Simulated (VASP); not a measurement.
Wanted: the native input for a VASP 6.6.1 run.

| Item | Value |
| --- | --- |
| Task | single point |
| Functional | PBE-based screened hybrid with 20 % exact exchange |
| Potentials or basis | VASP PAW PBE potentials, release 64 (O, Ba_sv, S) |
| Cutoff | 520 eV |
| k mesh | 4 × 4 × 2 |
| Occupations | gaussian, width 0.01 eV |
| Spin | no spin polarisation |
| Dipole correction | no |
| Grid for exact exchange (PRECFOCK) | Normal |
| Share of exact exchange | 0.2 |
| Further INCAR settings | ALGO = Normal; EDIFF = 1e-06; NBANDS = 24 |
| Screening parameter | 0.1 1/Å |

The system is Ba2SO.

```
O Ba S
1.0
     4.29302    0.00000    0.00000
     0.00000    4.29302    0.00000
     0.00000    0.00000    6.07753
O Ba S
1 2 1
Direct
  0.00000 0.00000 0.00000
  0.00000 0.00000 0.50000
  0.50000 0.50000 0.00000
  0.50000 0.50000 0.50000
```

The input as run:

POSCAR

```
Ba2SO
1.0
    4.2930151414      0.0000000000      0.0000000000
    0.0000000000      4.2930151414      0.0000000000
    0.0000000000      0.0000000000      6.0775336327
O Ba S
1 2 1
Direct
    0.0000000000      0.0000000000      0.0000000000
    0.0000000000      0.0000000000      0.5000000000
    0.5000000000      0.5000000000      0.0000000000
    0.5000000000      0.5000000000      0.5000000000
```

INCAR.step1

```
  PREC = Accurate
  ENCUT = 520
  EDIFF = 1E-5
  ISMEAR = 0
  SIGMA = 0.01
  LREAL = False
  LASPH = True
  NELM = 120
  ALGO = Normal
  ISIF = 2
  LWAVE = True
  LCHARG = False
  GGA = PE
  NBANDS = 24
  GGA_COMPAT = False
```

INCAR.step2

```
  PREC = Accurate
  ENCUT = 520
  EDIFF = 1E-6
  ISMEAR = 0
  SIGMA = 0.01
  LREAL = False
  LASPH = True
  NELM = 120
  ALGO = Normal
  ISIF = 2
  LWAVE = False
  LCHARG = False
  GGA = PE
  LHFCALC = True
  AEXX = 0.2
  HFSCREEN = 0.1
  PRECFOCK = Normal
  ISTART = 1
  NBANDS = 24
  GGA_COMPAT = False
```

KPOINTS

```
Automatic mesh
0
Gamma
  4 4 2
```

Potentials or basis: VASP PAW PBE potentials, release 64 (O, Ba_sv, S).

Command:

```bash
$ cat potpaw_PBE.64/O/POTCAR potpaw_PBE.64/Ba_sv/POTCAR potpaw_PBE.64/S/POTCAR > POTCAR
$ cp INCAR.step1 INCAR
$ mpirun -np 1 vasp_std > vasp.out
$ cp INCAR.step2 INCAR
$ mpirun -np 1 vasp_std > vasp.out
```

Results of the run:

The pressure is 0.8 GPa and the band gap on the k mesh is 2.71 eV.

Caveat: the k points lie up to 0.52 Å⁻¹ apart; the PAW data sets were made with another functional, which shifts forces and pressure a little; spin-orbit coupling is left out, which moves the levels of the heavy elements.

Wall time 26 min on 1 thread of Intel(R) Xeon(R) Platinum 8488C (Sapphire Rapids), with other jobs on the host, peak memory 0.37 GiB.
